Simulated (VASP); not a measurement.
Si: vibrations by perturbation theory with LDA

Si:

```
Si
1.0
     0.00000    2.70098    2.70098
     2.70098    0.00000    2.70098
     2.70098    2.70098    0.00000
Si
2
Direct
  0.75000 0.75000 0.75000
  0.50000 0.50000 0.50000
```

```json
{
  "Program": "VASP 6.6.1",
  "Task": "vibrations by perturbation theory",
  "Functional": "LDA",
  "Potentials or basis": "VASP PAW LDA potentials, release 64 (Si)",
  "Cutoff": "520 eV",
  "k mesh": "12 × 12 × 12",
  "Occupations": "gaussian, width 0.01 eV",
  "Spin": "no spin polarisation",
  "Dipole correction": "no",
  "Further INCAR settings": "ALGO = Normal; EDIFF = 1e-08; IBRION = 8; NSW = 1"
}
```

- Electronic dielectric tensor (diagonal): 13.43
- Born charges (mean of the diagonal): Si +0.00 e
- Highest phonon frequency at Γ: 513 cm⁻¹

Phonon frequencies in cm⁻¹ (negative: imaginary):
| q point | frequencies |
| --- | --- |
| (0.000, 0.000, 0.000) | 0 0 0 513 513 513 |

Electronic dielectric tensor:
```
13.43  0.00  0.00
 0.00 13.43  0.00
 0.00  0.00 13.43
```

Born effective charge tensors (e):
atom 1, Si
```
0.00 0.00 0.00
0.00 0.00 0.00
0.00 0.00 0.00
```
atom 2, Si
```
0.00 0.00 0.00
0.00 0.00 0.00
0.00 0.00 0.00
```

Run time: 4.4 min on 1 thread of Intel(R) Xeon(R) Platinum 8259CL CPU @ 2.50GHz (Skylake/Cascade Lake), on a shared host, peak memory 0.3 GiB.
